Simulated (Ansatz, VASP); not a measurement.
# One calculation of WF, two programs

```
W F
1.0
     2.82934    0.00000    0.00000
    -1.41467    2.45028    0.00000
     0.00000    0.00000   17.24743
W F
4 4
Direct
  0.33333 0.66667 0.17658
  0.66667 0.33333 0.67658
  0.33333 0.66667 0.32342
  0.66667 0.33333 0.82342
  0.33333 0.66667 0.58836
  0.66667 0.33333 0.08836
  0.33333 0.66667 0.91164
  0.66667 0.33333 0.41164
```

Change from the starting cell: species swapped into the InSe type (P6_3/mmc, No. 194).

Alike in both runs: functional PBE; k mesh 6 × 6 × 2; occupations gaussian, width 0.1 eV; no spin polarisation.

Ansatz relaxed the structure, and its values are those at the end. VASP's run is a single point on that final structure, the one shown.

```csv
,VASP,Ansatz
version,VASP 6.6.1,Ansatz 0.2.0
potentials or method,"VASP PAW PBE potentials, release 64 (W_sv, F), cutoff 520 eV","scalar-relativistic, plane waves, PAW"
valence electrons in the cell,84,84
```

|  | VASP | Ansatz | Ansatz less VASP |
| --- | --- | --- | --- |
| gap on the k mesh at the Fermi level (eV) | none | none | - |
| pressure (GPa) | 0.7 | 0.0 | -0.71 |
| rms of the force components (eV/Å) | 0.057 | 0.001 | -0.0566 |

A gap of «none» marks a metal or a gap that the smearing closes. The functional is the same, so the differences come from potentials, cutoffs and numerics.

The k mesh is coarse, so the values compare programs but aren't converged. Spin-orbit coupling is off throughout.
